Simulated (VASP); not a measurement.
Input of a VASP 6.6.1 run:

INCAR

```
PREC = Accurate ; ENCUT = 520
EDIFF = 1E-7 ; ISMEAR = 0
SIGMA = 0.05 ; LREAL = False
LASPH = True ; NELM = 150
ALGO = Normal ; ISIF = 2
LWAVE = False ; LCHARG = True
ISPIN = 2 ; MAGMOM = 0 0 0 0 0 0 0 0 2
LORBIT = 11 ; LDIPOL = True
IDIPOL = 3 ; DIPOL = 0.5 0.5 0.313
GGA = PE ; IVDW = 12
LELF = True ; LVHAR = True
LVACPOTAV = True ; NBANDS = 33
```

Contents of KPOINTS:

```
Automatic mesh
0
Gamma
  7 4 1
```

The input POSCAR:

```
Si8S
1.0
    3.8155170197      0.0000000000      0.0000000000
    0.0000000000      6.3129357895      0.0000000000
    0.0000000000      0.0000000000     21.2318711397
Si S
8 1
Direct
    0.0000000000      0.9369021388      0.1883960191
    0.0000000000      0.5630978612      0.1883960191
    0.5000000000      0.4369021388      0.2402729771
    0.5000000000      0.0630978612      0.2402729771
    0.5000000000      0.9332664454      0.3446595292
    0.5000000000      0.5667335546      0.3446595292
    0.0000000000      0.4266292815      0.3877129380
    0.0000000000      0.0733707185      0.3877129380
    0.0000000000      0.7599626148      0.4913307485
```

Potentials or basis: VASP PAW PBE potentials, release 64 (Si, S).

The run is started by

```sh
$ cat potpaw_PBE.64/Si/POTCAR potpaw_PBE.64/S/POTCAR > POTCAR
$ mpirun -np 1 vasp_std > vasp.out
```

Task: Estimate the dispersion energy per atom.

Result: -0.258 eV.

Task: Estimate the largest force.

Result: 2.646 eV/Å.

Task: Estimate the site moments.

Result: Si +0.02, +0.01, +0.00, -0.00, -0.01 (each value once); S +0.37 μB.

Forces in eV/Å, atoms in the order of the input:
```
Si   0.000 -0.765  0.548
Si   0.000  0.761  0.529
Si   0.000  0.019 -0.654
Si   0.000 -0.025 -0.645
Si   0.000  0.094 -0.460
Si   0.000 -0.093 -0.393
Si   0.000  2.109  1.344
Si   0.000 -2.168  1.518
S    0.000  0.068 -1.787
```

Caveat: a moment this small can come from the mesh or the smearing.
